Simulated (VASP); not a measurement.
Wanted: the native input for a VASP 6.6.1 run.

```
Task                   : single point
Functional             : PBEsol
Potentials or basis    : VASP PAW PBE potentials, release 64 (Sb)
Cutoff                 : 520 eV
k mesh                 : 9 × 9 × 9
Occupations            : fermi-dirac, width 0.05 eV
Spin                   : no spin polarisation
Dipole correction      : no
Further INCAR settings : ALGO = Normal; EDIFF = 1e-07; NBANDS = 12
```

The structure of Sb lies in POSCAR:

```
Sb
1.0
    2.1755285804      1.2711226823      3.7609612501
   -2.1256720836      1.2496166789      3.7394552467
    0.0063035032     -2.4645793611      3.7315835032
Sb
2
Direct
    0.2336400000      0.2336400000      0.2336400000
    0.7663600000      0.7663600000      0.7663600000
```

This cell differs from its parent crystal: equal xy, yz and zx shear strains of +1 %.

One way to write it, as run:

INCAR

```
  PREC = Accurate
  ENCUT = 520
  EDIFF = 1E-7
  ISMEAR = -1
  SIGMA = 0.05
  LREAL = False
  LASPH = True
  NELM = 100
  ALGO = Normal
  ISIF = 2
  LWAVE = False
  LCHARG = True
  GGA = PS
  LELF = True
  LVHAR = True
  NBANDS = 12
```

KPOINTS

```
Automatic mesh
0
Gamma
  9 9 9
```

Potentials or basis: VASP PAW PBE potentials, release 64 (Sb).

Command:

```sh
$ cat potpaw_PBE.64/Sb/POTCAR > POTCAR
$ mpirun -np 1 vasp_std > vasp.out
```

Results of the run:

```
Pressure               : 0.6 GPa
Largest force          : 0.208 eV/Å
Band gap on the k mesh : zero (bands 5 and 6 overlap by 0.02 eV)
```

Caveat: the cell differs from its parent crystal (equal xy, yz and zx shear strains of +1 %); the PAW data sets were made with another functional, which shifts forces and pressure a little; spin-orbit coupling is left out, which moves the levels of the heavy elements.

Wall time 5.5 min on 1 thread of Intel Xeon 8259CL, with other jobs on the host, peak memory 0.37 GiB.
